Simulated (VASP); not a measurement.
# Sn (C2/m) in VASP: single point with PBEsol

Aim: the single point of Sn with PBEsol.

Everything below comes from runs of VASP 6.6.1. Logs are shortened: lines on timing, memory, paths and dates and some standing lists are left out, and cuts for length are marked.

### 1 The cell of the first run

It takes space group C2/m (No. 12, monoclinic). The conventional cell has a = 5.657 Å, b = 3.551 Å, c = 3.454 Å, α = 90.00°, β = 124.34°, γ = 90.00°. Sn (site symmetry 2/m) has 12 Sn at 3.34 to 3.55 Å within 4.4 Å.

### 2 Single point, PBEsol (strain +0.0562 x Voigt [0, 0, 0, 0, 1, 0])

File INCAR:

```
  PREC = Accurate
  ENCUT = 520
  EDIFF = 1E-6
  ISMEAR = 0
  SIGMA = 0.15
  LREAL = F
  LASPH = T
  NELM = 100
  ALGO = Fast
  ISIF = 2
  LWAVE = F
  LCHARG = F
  GGA = PS
  NBANDS = 13
```

File KPOINTS:

```
regular mesh
0
Gamma
  20 20 20
```

File POSCAR:

```
Sn
1.0
   -1.6608315898      1.7755470000      2.2898262541
    1.7922464102     -1.7755470000      2.3868577459
    1.6608315898      1.7755470000     -2.2898262541
Sn
1
Direct
    0.0000000000      0.0000000000      0.0000000000
```

Potentials or basis: VASP PAW PBE potentials, release 64 (Sn_d).

Launch:

```
cat potpaw_PBE.64/Sn_d/POTCAR > POTCAR
mpirun -np 1 vasp_std > vasp.out
```

OUTCAR:

```text
PREC = Accurate
   ENCUT = 520
   EDIFF = 1E-6
   ISMEAR = 0
   LREAL = F
   LASPH = T
   NELM = 100
   ISIF = 2
   GGA = PS

 ion  position               nearest neighbor table
   1  0.000  0.000  0.000-

  LATTYP: Found a base centered monoclinic cell.
 ALAT       =     5.6574431835
 B/A-ratio  =     0.6276853138
 C/A-ratio  =     0.6106010987
 COS(beta)  =    -0.5641621107

  Lattice vectors:

 A1 = (  -1.6608315898,   1.7755470000,   2.2898262541)
 A2 = (  -1.6608315898,  -1.7755470000,   2.2898262541)
 A3 = (   3.4530780000,   0.0000000000,   0.0970314918)

Analysis of symmetry for initial positions (statically):
=====================================================================
 Subroutine PRICEL returns:
 Original cell was already a primitive cell.

 Routine SETGRP: Setting up the symmetry group for a
 base centered monoclinic supercell.

 Subroutine GETGRP returns: Found  4 space group operations
 (whereof  4 operations were pure point group operations)
 out of a pool of  4 trial point group operations.

The static configuration has the point symmetry C_2h.

Analysis of symmetry for dynamics (positions and initial velocities):
=====================================================================
 Subroutine PRICEL returns:
 Original cell was already a primitive cell.

 Routine SETGRP: Setting up the symmetry group for a
 base centered monoclinic supercell.

 Subroutine GETGRP returns: Found  4 space group operations
 (whereof  4 operations were pure point group operations)
 out of a pool of  4 trial point group operations.

The dynamic configuration has the point symmetry C_2h.

 Subroutine INISYM returns: Found  4 space group operations
 (whereof  4 operations are pure point group operations),
 and found     1 'primitive' translations

----------------------------------------------------------------------------------------

                                     Primitive cell

  volume of cell :      28.6506

  direct lattice vectors                    reciprocal lattice vectors
    -1.660831590  1.775547000  2.289826254    -0.006013279  0.281603359  0.213995693
     1.792246410 -1.775547000  2.386857746     0.283812272  0.000000000  0.205851595
     1.660831590  1.775547000 -2.289826254     0.289825551  0.281603359 -0.008144098

  length of vectors
     3.339795352  3.473010833  3.339795352     0.353738276  0.350605597  0.404185141

  position of ions in fractional coordinates (direct lattice)
[... 80 lines left out ...]
   NSW    =      0    number of steps for IOM
   IBRION =     -1    ionic relax: 0-MD 1-quasi-New 2-CG
   NFREE  =      0    steps in history (QN), initial steepest desc. (CG)
   ISIF   =      2    stress and relaxation
   ISYM   =      2    0-nonsym 1-usesym 2-fastsym
   POTIM  = 0.5000    time-step for ionic-motion
   TEBEG  =    0.0;   TEEND  =   0.0 temperature during run
   PSTRESS=    0.0 pullay stress
   NELECT =      14.0000    total number of electrons
   NUPDOWN=      -1.0000    fix difference up-down
   EMIN   =  10.00;   EMAX   =-10.00  energy-range for DOS
   EFERMI =   0.00;   METHOD = LEGACY
   ISMEAR =     0;   SIGMA  =   0.15  broadening in eV -4-tet -1-fermi 0-gaus
   EFERMI_NEDOS =   21; number of points for ismear=-14 and -15
   IALGO  =     68    algorithm
   IMIX   =      4    mixing-type and parameters
     AMIX     =   0.40;   BMIX     =  1.00
     AMIX_MAG =   1.60;   BMIX_MAG =  1.00
  volume/ion in A,a.u.               =      28.65       193.34
  Fermi-wavevector in a.u.,A,eV,Ry     =   1.289455  2.436717 22.622343  1.662695
  Thomas-Fermi vector in A             =   2.421347
   LORBIT       =      0    0 simple, 1 ext, 2 COOP (PROOUT), +10 PAW based schemes
   GGA     = PS    functional components
   LHFCALC =     F    Hartree Fock is set to
   AEXX    =    0.0000 exact exchange contribution
   IVDW    =     0    specifies the selected vdW correction
   LEPSILON=     F    determine dielectric tensor
   LRPA    =     F    only Hartree local field effects (RPA)
 non-spin polarized calculation
 RMM-DIIS sequential band-by-band and
 Gauss-broadening in eV      SIGMA  =   0.15
  energy-cutoff  :      520.00
  volume of cell :       28.65
 maximum number of plane-waves:       791
 NGX is ok and might be reduce to    28
   NGX = 13   NGY = 13   NGZ = 13

 number of electron      13.9999999 magnetization

 Free energy of the ion-electron system (eV)
  ---------------------------------------------------
  ext. energy  EPLUGINS =         0.00000000
  ---------------------------------------------------
  free energy    TOTEN  =        -4.20738235 eV

  energy without entropy =       -4.20130016  energy(sigma->0) =       -4.20434126

 E-fermi :   7.3757     XC(G=0): -10.2556

 val. band max:        7.3743151113   @ k =  -0.3500  -0.2000   0.2000
 cond. band min:       7.3783303333   @ k =   0.4000   0.3000   0.1500
 fundamental gap:      0.0040152220
 Fermi energy:         7.3756785149

 k-point     1 :       0.0000    0.0000    0.0000
  band No.  band energies     occupation
      1     -14.0963      2.00000
      2     -14.0858      2.00000
      3     -14.0462      2.00000
      4     -14.0224      2.00000
      5     -13.9889      2.00000
      6      -3.4251      2.00000
      7      14.0991      0.00000
      8      14.3893      0.00000
      9      15.1863      0.00000
     10      18.1988      0.00000
     11      18.3930      0.00000
     12      18.5028      0.00000
     13      19.3483      0.00000
[... 354 lines left out ...]
  band No.  band energies     occupation
      1     -14.0896      2.00000
      2     -14.0687      2.00000
      3     -14.0408      2.00000
      4     -13.9722      2.00000
      5     -13.9401      2.00000
      6      -0.6185      2.00000
      7       4.6938      2.00000
      8      12.5772      0.00000
      9      13.2048      0.00000
     10      16.7132      0.00000
     11      17.2264      0.00000
     12      18.8077      0.00000
     13      19.7168      0.00000

 [... further k-points ...]
[... 5 lines left out ...]
  --------------------------------------------------------------------------------------
  -------------------------------------------------------------------------------------
  Total       -0.5942234     -0.6664545     -0.6060896      0.0000000     -0.0000000     -0.1237429
  in kB      -33.2297313    -37.2689826    -33.8933024      0.0000000     -0.0000000     -6.9198581
  external PRESSURE =     -34.7973388 kB  Pullay stress =       0.0000000 kB

 VOLUME and BASIS-vectors are now :
 -----------------------------------------------------------------------------
  energy-cutoff  :      520.00
  volume of cell :       28.65
      direct lattice vectors                 reciprocal lattice vectors
    -1.660831590  1.775547000  2.289826254    -0.006013279  0.281603359  0.213995693
     1.792246410 -1.775547000  2.386857746     0.283812272  0.000000000  0.205851595
     1.660831590  1.775547000 -2.289826254     0.289825551  0.281603359 -0.008144098

 POSITION                                       TOTAL-FORCE (eV/Angst)
 -----------------------------------------------------------------------------------
      0.00000      0.00000      0.00000         0.000000     -0.000000      0.000000
 -----------------------------------------------------------------------------------
    total drift:                                0.000000      0.000000      0.000000

  FREE ENERGIE OF THE ION-ELECTRON SYSTEM (eV)
  ---------------------------------------------------
  free  energy   TOTEN  =        -4.2073823493 eV

  energy  without entropy=       -4.2013001622  energy(sigma->0) =       -4.20434126
```

OSZICAR:

```text
N       E                     dE             d eps       ncg     rms          rms(c)
DAV:   1     0.807856118837E+02    0.80786E+02   -0.71847E+03 56430   0.157E+03
DAV:   2     0.157912511341E+01   -0.79206E+02   -0.76719E+02 58087   0.339E+02
DAV:   3    -0.410260983226E+01   -0.56817E+01   -0.56603E+01 65323   0.738E+01
DAV:   4    -0.422157644644E+01   -0.11897E+00   -0.11894E+00 67137   0.115E+01
DAV:   5    -0.422569812312E+01   -0.41217E-02   -0.41216E-02 72548   0.207E+00    0.121E+00
RMM:   6    -0.421158195328E+01    0.14116E-01   -0.13653E-02 69485   0.153E+00    0.679E-01
RMM:   7    -0.420753205235E+01    0.40499E-02   -0.95052E-03 69438   0.114E+00    0.107E-01
RMM:   8    -0.420734337969E+01    0.18867E-03   -0.85378E-04 76383   0.436E-01    0.263E-02
RMM:   9    -0.420737947955E+01   -0.36100E-04   -0.36749E-04 85192   0.177E-01    0.232E-02
RMM:  10    -0.420738012176E+01   -0.64221E-06   -0.59068E-05 73741   0.114E-01    0.448E-03
RMM:  11    -0.420738188557E+01   -0.17638E-05   -0.31514E-05 88729   0.554E-02    0.723E-03
RMM:  12    -0.420738234926E+01   -0.46369E-06   -0.34024E-06 57685   0.185E-02
   1 F= -.42073823E+01 E0= -.42043413E+01  d E =-.608219E-02
```

It took 24 min on 1 thread of Oxide Virtual Turin-like, shared host; peak memory 0.73 GiB.

What came out:

```
Free energy            : -4.2074 eV
Pressure               : -3.5 GPa
Band gap on the k mesh : zero (bands 7 and 8 overlap by 8.71 eV)
```

Levels at points of the mesh, in eV from the Fermi level:
| k point | band 4 | band 5 | band 6 | band 7 | band 8 | band 9 | band 10 | band 11 |
| --- | --- | --- | --- | --- | --- | --- | --- | --- |
| (0.00, 0.00, 0.00) | -21.40 | -21.36 | -10.80 | 6.72 | 7.01 | 7.81 | 10.82 | 11.02 |
| (0.50, 0.00, 0.00) | -21.34 | -21.30 | -6.87 | -4.42 | 5.14 | 6.07 | 9.40 | 10.14 |
| (0.00, 0.50, 0.00) | -21.32 | -21.32 | -7.00 | -4.44 | 5.16 | 6.09 | 9.58 | 9.81 |
| (0.50, 0.50, 0.00) | -21.31 | -21.29 | -5.25 | -3.59 | 1.72 | 2.78 | 5.21 | 6.25 |
| (0.50, 0.00, 0.50) | -21.32 | -21.30 | -6.22 | -4.25 | 4.44 | 5.25 | 8.78 | 9.49 |
| (0.50, 0.50, 0.50) | -21.30 | -21.29 | -4.46 | -3.10 | 1.18 | 1.87 | 4.60 | 5.47 |

Caveat: the cell differs from its parent crystal (strain +0.0562 x Voigt [0, 0, 0, 0, 1, 0]); the cell stands under tension; the PAW data sets were made with another functional, which shifts forces and pressure a little; spin-orbit coupling is left out, which moves the levels of the heavy elements.
